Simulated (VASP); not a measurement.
SiO2:

```
Si O
1.0
     6.79850    3.92512    4.94532
    -6.79850    3.92512    4.94532
     0.00000   -7.85023    4.94532
Si O
12 24
Cartesian
  1.5529 -5.1561 6.4927
  -5.2418 1.2332 6.4927
  3.6888 3.9229 6.4927
  -5.2418 -1.2332 8.3433
  1.5529 5.1561 8.3433
  3.6888 -3.9229 8.3433
  -1.5529 5.1561 8.3433
  5.2418 -1.2332 8.3433
  -3.6888 -3.9229 8.3433
  5.2418 1.2332 6.4927
  -1.5529 -5.1561 6.4927
  -3.6888 3.9229 6.4927
  1.7853 -4.7580 4.9453
  -5.0132 0.8329 4.9453
  3.2279 3.9251 4.9453
  5.0132 0.8329 4.9453
  -1.7853 -4.7580 4.9453
  -3.2279 3.9251 4.9453
  -2.0217 -1.1672 13.0394
  0.0000 2.3345 13.0394
  2.0217 -1.1672 13.0394
  0.0000 -2.3345 1.7965
  -2.0217 1.1672 1.7965
  2.0217 1.1672 1.7965
  -4.3494 2.5112 6.8788
  0.0000 -5.0223 6.8788
  4.3494 2.5112 6.8788
  -4.3494 -2.5112 7.9571
  4.3494 -2.5112 7.9571
  0.0000 5.0223 7.9571
  -2.3969 4.1515 7.4180
  -2.3969 -4.1515 7.4180
  4.7938 0.0000 7.4180
  2.3969 -4.1515 7.4180
  2.3969 4.1515 7.4180
  -4.7938 0.0000 7.4180
```

Base run:

```yaml
Program: VASP 6.6.1
Functional: r2SCAN
Potentials_or_basis: VASP PAW PBE potentials, release 64 (Si, O)
Cutoff: 520 eV
k_mesh: 3 × 3 × 3
Occupations: fermi-dirac, width 0.02 eV
Spin: no spin polarisation
```

Its results: band gap on the k mesh 6.57 eV; pressure 0.2 GPa; largest force 0.011 eV/Å.

Problem. The run is repeated on the same cell with these changes: functional from r2SCAN to PBE. What comes out?

Solution. Band gap on the k mesh 5.84 eV; pressure 3.0 GPa; largest force 0.319 eV/Å.

Caveats: the PAW data sets were made with another functional, which shifts forces and pressure a little (at least some runs).

A k mesh can miss the band edges.
